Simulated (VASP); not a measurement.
# Si2Mo (I4/mmm) in VASP: settings compared

The runs below take Si2Mo through single point, relaxation of cell and atoms, with PBE, PBEsol.

Program: VASP 6.6.1. These are calculated values, not measurements. Logs are shortened: lines on timing, memory, paths and dates and some standing lists are left out, and cuts for length are marked.

### Step 1. The cell of the first run

The structure is tetragonal, space group I4/mmm (No. 139). The conventional cell has a = 3.056 Å, b = 3.056 Å, c = 7.560 Å, α = 90.00°, β = 90.00°, γ = 90.00°. Si (site symmetry 4mm) has 9 Si at 2.50 to 3.06 Å and 5 Mo at 2.50 to 2.52 Å within 3.3 Å. Within 3.3 Å of Mo (site symmetry 4/mmm) lie 10 Si at 2.50 to 2.52 Å and 4 Mo at 3.06 Å.

### Step 2. Single point, PBE

INCAR

```
PREC = Accurate
ENCUT = 520
EDIFF = 1E-6
ISMEAR = 0
SIGMA = 0.1
LREAL = F
LASPH = T
NELM = 80
ALGO = Normal
ISIF = 2
LWAVE = F
LCHARG = F
GGA = PE
NBANDS = 18
```

KPOINTS

```
Automatic mesh
0
Gamma
  20 20 20
```

POSCAR

```
Si2Mo
1.0
   -1.5280881825      1.5280881825      3.7797767247
    1.5280881825     -1.5280881825      3.7797767247
    1.5280881825      1.5280881825     -3.7797767247
Si Mo
2 1
Direct
    0.3332240116      0.3332240116      0.0000000000
    0.6667759884      0.6667759884      0.0000000000
    0.0000000000      0.0000000000      0.0000000000
```

Potentials or basis: VASP PAW PBE potentials, release 64 (Si, Mo_sv).

Launch:

```sh
$ cat potpaw_PBE.64/Si/POTCAR potpaw_PBE.64/Mo_sv/POTCAR > POTCAR
$ mpirun -np 1 vasp_std > vasp.out
```

OUTCAR:

```text
PREC = Accurate
   ENCUT = 520
   EDIFF = 1E-6
   ISMEAR = 0
   LREAL = F
   LASPH = T
   NELM = 80
   ISIF = 2
   GGA = PE

 ion  position               nearest neighbor table
   1  0.333  0.333  0.000-   2 2.50   2 2.50   2 2.50   2 2.50   3 2.50   3 2.50   3 2.50   3 2.50
                             3 2.52   2 2.52
   2  0.667  0.667  0.000-   1 2.50   1 2.50   1 2.50   1 2.50   3 2.50   3 2.50   3 2.50   3 2.50
                             3 2.52   1 2.52
   3  0.000  0.000  0.000-   2 2.50   2 2.50   2 2.50   1 2.50   2 2.50   1 2.50   1 2.50   1 2.50
                             1 2.52   2 2.52

  LATTYP: Found a body centered tetragonal cell.
 ALAT       =     3.0561763650
 C/A-ratio  =     2.4735331167

  Lattice vectors:

 A1 = (  -1.5280881825,   1.5280881825,   3.7797767247)
 A2 = (   1.5280881825,  -1.5280881825,   3.7797767247)
 A3 = (   1.5280881825,   1.5280881825,  -3.7797767247)

Analysis of symmetry for initial positions (statically):
=====================================================================
 Subroutine PRICEL returns:
 Original cell was already a primitive cell.

 Routine SETGRP: Setting up the symmetry group for a
 body centered tetragonal supercell.

 Subroutine GETGRP returns: Found 16 space group operations
 (whereof 16 operations were pure point group operations)
 out of a pool of 16 trial point group operations.

The static configuration has the point symmetry D_4h.

Analysis of symmetry for dynamics (positions and initial velocities):
=====================================================================
 Subroutine PRICEL returns:
 Original cell was already a primitive cell.

 Routine SETGRP: Setting up the symmetry group for a
 body centered tetragonal supercell.

 Subroutine GETGRP returns: Found 16 space group operations
 (whereof 16 operations were pure point group operations)
 out of a pool of 16 trial point group operations.

The dynamic configuration has the point symmetry D_4h.

 Subroutine INISYM returns: Found 16 space group operations
 (whereof 16 operations are pure point group operations),
 and found     1 'primitive' translations

----------------------------------------------------------------------------------------

                                     Primitive cell

  volume of cell :      35.3039

  direct lattice vectors                    reciprocal lattice vectors
    -1.528088182  1.528088182  3.779776725     0.000000000  0.327206247  0.132282946
     1.528088182 -1.528088182  3.779776725     0.327206247  0.000000000  0.132282946
     1.528088182  1.528088182 -3.779776725     0.327206247  0.327206247  0.000000000

  length of vectors
     4.353942934  4.353942934  4.353942934     0.352934422  0.352934422  0.462739513

  position of ions in fractional coordinates (direct lattice)
     0.333224012  0.333224012  0.000000000
     0.666775988  0.666775988  0.000000000
     0.000000000  0.000000000  0.000000000

  ion indices of the primitive-cell ions
   primitive index   ion index
                 1           1
                 2           2
                 3           3

----------------------------------------------------------------------------------------

 KPOINTS: Automatic mesh

Automatic generation of k-mesh.
 Grid dimensions read from file:
 generate k-points for:   20   20   20

 Generating k-lattice:

  Cartesian coordinates                     Fractional coordinates (reciprocal lattice)
     0.000000000  0.016360312  0.006614147     0.050000000  0.000000000 -0.000000000
     0.016360312  0.000000000  0.006614147     0.000000000  0.050000000 -0.000000000
     0.016360312  0.016360312  0.000000000     0.000000000  0.000000000  0.050000000

  Length of vectors
     0.017646721  0.017646721  0.023136976

  Shift w.r.t. Gamma in fractional coordinates (k-lattice)
     0.000000000  0.000000000  0.000000000

 Subroutine IBZKPT returns following result:
 ===========================================

 Found    641 irreducible k-points:

 Following reciprocal coordinates:
            Coordinates               Weight
  0.000000  0.000000  0.000000      1.000000
  0.050000  0.000000 -0.000000      8.000000
  0.100000  0.000000 -0.000000      8.000000
  0.150000  0.000000  0.000000      8.000000
  0.200000  0.000000 -0.000000      8.000000
  0.250000  0.000000  0.000000      8.000000
[... 16 lines left out ...]
 -0.400000  0.050000  0.000000     16.000000
 -0.350000  0.050000 -0.000000     16.000000
 [... further k-points ...]
   k-points           NKPTS =    641   k-points in BZ     NKDIM =    641   number of bands    NBANDS=     18
   number of dos      NEDOS =    301   number of ions     NIONS =      3
   total plane-waves  NPLWV =  32768
   dimension x,y,z NGX =    32 NGY =   32 NGZ =   32
   dimension x,y,z NGXF=    64 NGYF=   64 NGZF=   64
   ions per type =               2   1
   NGX,Y,Z   is equivalent  to a cutoff of  12.22, 12.22, 12.22 a.u.
   NGXF,Y,Z  is equivalent  to a cutoff of  24.44, 24.44, 24.44 a.u.
 SYSTEM =  unknown system
   PREC   = accura    normal or accurate (medium, high low for compatibility)
   ISTART =      0    job   : 0-new  1-cont  2-samecut
   ICHARG =      2    charge: 1-file 2-atom 10-const
   ISPIN  =      1    spin polarized calculation?
   LNONCOLLINEAR =      F non collinear calculations
   LSORBIT =      F    spin-orbit coupling
   LASPH  =      T    aspherical Exc in radial PAW
   ENCUT  =  520.0 eV  38.22 Ry    6.18 a.u.   8.10  8.10  8.10*2*pi/ulx,y,z
   NELM   =     80;   NELMIN=  2; NELMDL= -5     # of ELM steps
   EDIFF  = 0.1E-05   stopping-criterion for ELM
   LREAL  =      F    real-space projection
   EDIFFG = 0.1E-04   stopping-criterion for IOM
   NSW    =      0    number of steps for IOM
   IBRION =     -1    ionic relax: 0-MD 1-quasi-New 2-CG
   NFREE  =      0    steps in history (QN), initial steepest desc. (CG)
   ISIF   =      2    stress and relaxation
   ISYM   =      2    0-nonsym 1-usesym 2-fastsym
   POTIM  = 0.5000    time-step for ionic-motion
   TEBEG  =    0.0;   TEEND  =   0.0 temperature during run
   PSTRESS=    0.0 pullay stress
   NELECT =      22.0000    total number of electrons
   NUPDOWN=      -1.0000    fix difference up-down
   EMIN   =  10.00;   EMAX   =-10.00  energy-range for DOS
   EFERMI =   0.00;   METHOD = LEGACY
   ISMEAR =     0;   SIGMA  =   0.10  broadening in eV -4-tet -1-fermi 0-gaus
   EFERMI_NEDOS =   21; number of points for ismear=-14 and -15
   IALGO  =     38    algorithm
   IMIX   =      4    mixing-type and parameters
     AMIX     =   0.40;   BMIX     =  1.00
     AMIX_MAG =   1.60;   BMIX_MAG =  1.00
  volume/ion in A,a.u.               =      11.77        79.41
  Fermi-wavevector in a.u.,A,eV,Ry     =   1.398325  2.642451 26.603639  1.955312
  Thomas-Fermi vector in A             =   2.521494
   LORBIT       =      0    0 simple, 1 ext, 2 COOP (PROOUT), +10 PAW based schemes
   GGA     = PE    functional components
   LHFCALC =     F    Hartree Fock is set to
   AEXX    =    0.0000 exact exchange contribution
   IVDW    =     0    specifies the selected vdW correction
   LEPSILON=     F    determine dielectric tensor
   LRPA    =     F    only Hartree local field effects (RPA)
 non-spin polarized calculation
 Gauss-broadening in eV      SIGMA  =   0.10
  energy-cutoff  :      520.00
  volume of cell :       35.30
 maximum number of plane-waves:       966
   NGX = 17   NGY = 17   NGZ = 17

 number of electron      22.0000001 magnetization

 Free energy of the ion-electron system (eV)
  ---------------------------------------------------
  ext. energy  EPLUGINS =         0.00000000
  ---------------------------------------------------
  free energy    TOTEN  =       -22.65712413 eV

  energy without entropy =      -22.65600513  energy(sigma->0) =      -22.65656463

 E-fermi :  14.3215     XC(G=0): -13.0627

 val. band max:       14.3141528320   @ k =  -0.4000   0.4000   0.4000
 cond. band min:      14.3327307167   @ k =  -0.4500  -0.4500   0.2500
 fundamental gap:      0.0185778847
 Fermi energy:        14.3214909172

 k-point     1 :       0.0000    0.0000    0.0000
  band No.  band energies     occupation
      1     -46.2284      2.00000
      2     -20.5046      2.00000
      3     -20.3074      2.00000
      4     -20.3074      2.00000
      5      -0.1684      2.00000
      6       7.1186      2.00000
[... 10 lines left out ...]
     17      20.1651      0.00000
     18      20.1651      0.00000

 k-point     2 :       0.0500    0.0000   -0.0000
  band No.  band energies     occupation
      1     -46.2275      2.00000
      2     -20.5038      2.00000
      3     -20.3183      2.00000
      4     -20.3064      2.00000
      5      -0.1168      2.00000
      6       7.1356      2.00000
[... 10 lines left out ...]
     17      20.1979      0.00000
     18      20.4815      0.00000

 k-point     3 :       0.1000    0.0000   -0.0000
  band No.  band energies     occupation
      1     -46.2250      2.00000
      2     -20.5014      2.00000
      3     -20.3497      2.00000
      4     -20.3035      2.00000
      5       0.0369      2.00000
      6       7.1796      2.00000
[... 10 lines left out ...]
     17      20.3655      0.00000
     18      21.1726      0.00000

 k-point     4 :       0.1500    0.0000    0.0000
  band No.  band energies     occupation
      1     -46.2211      2.00000
      2     -20.4978      2.00000
      3     -20.3983      2.00000
      4     -20.2989      2.00000
      5       0.2888      2.00000
      6       7.2248      2.00000
[... 375 lines left out ...]
      4     -20.2770      2.00000
      5       3.3476      2.00000
      6       4.8775      2.00000
[... 10 lines left out ...]
     17      21.8751      0.00000
     18      22.9628      0.00000

 k-point    23 :      -0.4000    0.0500    0.0000
  band No.  band energies     occupation
      1     -46.1955      2.00000
      2     -20.6956      2.00000
      3     -20.4713      2.00000
      4     -20.2800      2.00000
      5       2.7072      2.00000
      6       5.5133      2.00000
[... 10 lines left out ...]
     17      21.9762      0.00000
     18      23.8138      0.00000

 k-point    24 :      -0.3500    0.0500   -0.0000
  band No.  band energies     occupation
      1     -46.1995      2.00000
      2     -20.6493      2.00000
      3     -20.4748      2.00000
      4     -20.2846      2.00000
      5       2.0958      2.00000
      6       6.1415      2.00000
[... 10 lines left out ...]
     17      22.1893      0.00000
     18      23.9697      0.00000

 [... further k-points ...]
[... 5 lines left out ...]
  --------------------------------------------------------------------------------------
  -------------------------------------------------------------------------------------
  Total        8.8641711      8.8641711      8.8600109      0.0000000      0.0000000     -0.0000000
  in kB      402.2774996    402.2774996    402.0886978      0.0000000      0.0000000     -0.0000000
  external PRESSURE =     402.2145657 kB  Pullay stress =       0.0000000 kB

 VOLUME and BASIS-vectors are now :
 -----------------------------------------------------------------------------
  energy-cutoff  :      520.00
  volume of cell :       35.30
      direct lattice vectors                 reciprocal lattice vectors
    -1.528088182  1.528088182  3.779776725     0.000000000  0.327206247  0.132282946
     1.528088182 -1.528088182  3.779776725     0.327206247  0.000000000  0.132282946
     1.528088182  1.528088182 -3.779776725     0.327206247  0.327206247  0.000000000

 POSITION                                       TOTAL-FORCE (eV/Angst)
 -----------------------------------------------------------------------------------
      0.00000      0.00000      2.51902         0.000000      0.000000     -0.008521
      0.00000      0.00000      5.04053        -0.000000     -0.000000      0.008521
      0.00000      0.00000      0.00000         0.000000      0.000000     -0.000000
 -----------------------------------------------------------------------------------
    total drift:                                0.000000     -0.000000     -0.000000

  FREE ENERGIE OF THE ION-ELECTRON SYSTEM (eV)
  ---------------------------------------------------
  free  energy   TOTEN  =       -22.6571241309 eV

  energy  without entropy=      -22.6560051261  energy(sigma->0) =      -22.65656463
```

It took 13 min on 1 thread of AMD EPYC 7R43 (Zen 3), shared host; peak memory 0.44 GiB.

What came out:

```
Free energy            : -22.6571 eV
Pressure               : 40.2 GPa
Largest force          : 0.009 eV/Å
Band gap on the k mesh : zero (band 11 reaches 14.99 eV, above the bottom of band 12 at 13.91 eV)
```

Forces in eV/Å, atoms in the order of the input:
```
Si   0.000  0.000 -0.009
Si   0.000  0.000  0.009
Mo   0.000  0.000  0.000
```

(Part 1 of 2 ends here.)
